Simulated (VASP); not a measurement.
Input of a VASP 6.6.1 run:

INCAR

```
SYSTEM = SnTe
ALGO     = Normal         ! electronic algorithm
EDIFF    = 1E-6           ! SCF threshold, eV
ENCUT    = 520            ! plane-wave cutoff, eV
GGA      = PE             ! functional
GGA_COMPAT= .False.      
ISIF     = 2              ! what is computed and relaxed
ISMEAR   = -1             ! smearing method
LASPH    = .True.         ! aspherical terms in the spheres
LCHARG   = .False.        ! write CHGCAR
LORBIT   = 11             ! projections on sites
LORBMOM  = .True.       
LREAL    = .False.        ! projectors in reciprocal space
LSORBIT  = .True.         ! spin-orbit coupling
LWAVE    = .False.        ! write WAVECAR
MAGMOM   = 0 0 0 0 0 0    ! initial moments
NBANDS   = 32             ! bands
NELM     = 150            ! most SCF steps
PREC     = Accurate       ! precision mode
SIGMA    = 0.05           ! smearing width, eV
```

The input KPOINTS:

```
k-points
0
Gamma
  7 7 7
  0 0 0
```

File POSCAR:

```
SnTe
1.0
    0.0000000000      3.1297027185      3.1297027185
    3.1297027185      0.0000000000      3.1297027185
    3.1297027185      3.1297027185      0.0000000000
Te Sn
1 1
Direct
    0.5000000000      0.5000000000      0.5000000000
    0.0000000000      0.0000000000      0.0000000000
```

Potentials or basis: VASP PAW PBE potentials, release 64 (Te, Sn_d).

The run is started by

```sh
$ cat potpaw_PBE.64/Te/POTCAR potpaw_PBE.64/Sn_d/POTCAR > POTCAR
$ mpirun -np 1 vasp_ncl > vasp.out
```

Problem. What does it give for the net moment?

Solution. 0.00 μB per cell.

Problem. What does it give for the pressure?

Solution. 3.3 GPa.

Moments on the atoms (μB; x, y, z):
```
Te  0.00 0.00 0.00
Sn  0.00 0.00 0.00
```
